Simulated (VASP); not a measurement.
Write the native input for VASP 6.6.1 that does the following.

| Property | Result |
| --- | --- |
| Task | single point |
| Functional | r2SCAN |
| Potentials or basis | VASP PAW PBE potentials, release 64 (B, Pb_d) |
| Cutoff | 520 eV |
| k mesh | 6 × 6 × 2 |
| Occupations | gaussian, width 0.1 eV |
| Spin | no spin polarisation |
| Dipole correction | no |
| Further INCAR settings | ALGO = Normal; EDIFF = 1e-06; NBANDS = 40 |

BPb2:

```
CELL_PARAMETERS angstrom
3.36262 0.00000 0.00000
-1.68131 2.91212 0.00000
0.00000 0.00000 13.07922
ATOMIC_POSITIONS crystal
B 0.33333 0.66667 0.25000
B 0.66667 0.33333 0.75000
Pb 0.33333 0.66667 0.62750
Pb 0.66667 0.33333 0.12750
Pb 0.33333 0.66667 0.87250
Pb 0.66667 0.33333 0.37250
```

The input as run:

POSCAR

```
BPb2
1.0
    3.3626222638      0.0000000000      0.0000000000
   -1.6813111319      2.9121163038      0.0000000000
    0.0000000000      0.0000000000     13.0792216976
B Pb
2 4
Direct
    0.3333333333      0.6666666667      0.2500000000
    0.6666666667      0.3333333333      0.7500000000
    0.3333333333      0.6666666667      0.6275000000
    0.6666666667      0.3333333333      0.1275000000
    0.3333333333      0.6666666667      0.8725000000
    0.6666666667      0.3333333333      0.3725000000
```

INCAR.step1

```
SYSTEM = BPb2
PREC = Accurate ; ENCUT = 520
ISMEAR = 0 ; SIGMA = 0.1
LREAL = .FALSE. ; LASPH = .TRUE.
NELM = 60 ; NBANDS = 40
GGA = PE ; ALGO = Normal
EDIFF = 1E-4 ; LWAVE = .TRUE.
LCHARG = .FALSE.
```

INCAR.step2

```
SYSTEM = BPb2
PREC = Accurate ; ENCUT = 520
EDIFF = 1E-6 ; ISMEAR = 0
SIGMA = 0.1 ; LREAL = .FALSE.
LASPH = .TRUE. ; NELM = 60
ALGO = Normal ; ISIF = 2
LWAVE = .FALSE. ; LCHARG = .FALSE.
METAGGA = R2SCAN ; LMIXTAU = .TRUE.
NBANDS = 40 ; ISTART = 1
```

KPOINTS

```
Automatic mesh
0
G
  6 6 2
  0 0 0
```

Potentials or basis: VASP PAW PBE potentials, release 64 (B, Pb_d).

Run with:

```console
$ cat potpaw_PBE.64/B/POTCAR potpaw_PBE.64/Pb_d/POTCAR > POTCAR
$ cp INCAR.step1 INCAR
$ mpirun -np 1 vasp_std > vasp.out
$ cp INCAR.step2 INCAR
$ mpirun -np 1 vasp_std > vasp.out
```

It gave:

- Pressure: 10.4 GPa
- Largest force: 0.080 eV/Å
- Band gap on the k mesh: zero (band 31 reaches 9.77 eV, above the bottom of band 32 at 5.92 eV)

Caveat: the PAW data sets were made with another functional, which shifts forces and pressure a little; spin-orbit coupling is left out, which moves the levels of the heavy elements.

Run time: 3.7 min on 1 thread of Intel(R) Xeon(R) Platinum 8488C (Sapphire Rapids), on a shared host, peak memory 0.31 GiB.
